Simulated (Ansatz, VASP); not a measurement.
# Two plane-wave programs on RuF2

```xyz
3
Lattice="1.4766 0.8525 4.4644 -1.4766 0.8525 4.4644 0.0000 -1.7051 4.4644" Properties=species:S:1:pos:R:3 pbc="T T T"
Ru    0.0000    0.0000    0.0000
F     0.0000    0.0000    3.3751
F     0.0000    0.0000   10.0181
```

Alike in both runs: task single point; functional PBE; k mesh 7 × 7 × 7; occupations gaussian, width 0.05 eV; collinear spin; Hubbard terms Ru d U = 8.0 eV, J = 0.9 eV.

|  | VASP | Ansatz |
| --- | --- | --- |
| version | VASP 6.6.1 | Ansatz 0.2.0 |
| potentials or method | VASP PAW PBE potentials, release 64 (Ru_pv, F), cutoff 520 eV | scalar-relativistic, plane waves, PAW |
| valence electrons in the cell | 28 | 30 |

VASP gave:

- gap on the k mesh at the Fermi level (eV): none
- rms of the force components (eV/Å): 2.392
- net moment per atom (μB): 1.33
- size of the moment on the site where the two differ most (μB): 3.60

**Question.** Which values does Ansatz return?

**Answer.** gap on the k mesh at the Fermi level (eV): none; rms of the force components (eV/Å): 2.478; net moment per atom (μB): 1.33; size of the moment on the site where the two differ most (μB): 2.65.

Site moments also hang on the region over which each program counts them. The programs project onto different local orbitals, so the same U acts differently, and such runs can settle in different states. Atom by atom the forces differ by 0.086 eV/Å (rms over components). A gap of «none» marks a metal or a gap that the smearing closes. VASP's potentials hold 28 valence electrons a cell and Ansatz's 30, so a difference there can come from the potentials and not from the codes. Ansatz's warnings: filled band counts differ across k points.
